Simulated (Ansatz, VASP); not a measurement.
# ZnSe in VASP and in Ansatz

```
Zn Se
1.0
     0.00000    2.68368    2.68368
     2.68368    0.00000    2.68368
     2.68368    2.68368    0.00000
Zn Se
1 1
Direct
  0.00000 0.00000 0.00000
  0.50000 0.50000 0.50000
```

Alike in both runs: functional PBE; k mesh 14 × 14 × 14; occupations fermi-dirac, width 0.08 eV; no spin polarisation.

Ansatz relaxed the structure, and its values are those at the end. VASP's run is a single point on that final structure, the one shown.

|  | VASP | Ansatz |
| --- | --- | --- |
| version | VASP 6.6.1 | Ansatz 0.2.0 |
| potentials or method | VASP PAW PBE potentials, release 64 (Zn, Se) | PAW with Ansatz's default frozen-core files, scalar-relativistic |
| plane-wave cutoff (eV) | 520 | 420 |
| valence electrons in the cell | 18 | 28 |

|  | VASP | Ansatz | Ansatz less VASP |
| --- | --- | --- | --- |
| pressure (GPa) | 0.2 | 0.0 | -0.18 |

VASP's potentials hold 18 valence electrons a cell and Ansatz's 28, so a difference there can come from the potentials and not from the codes.
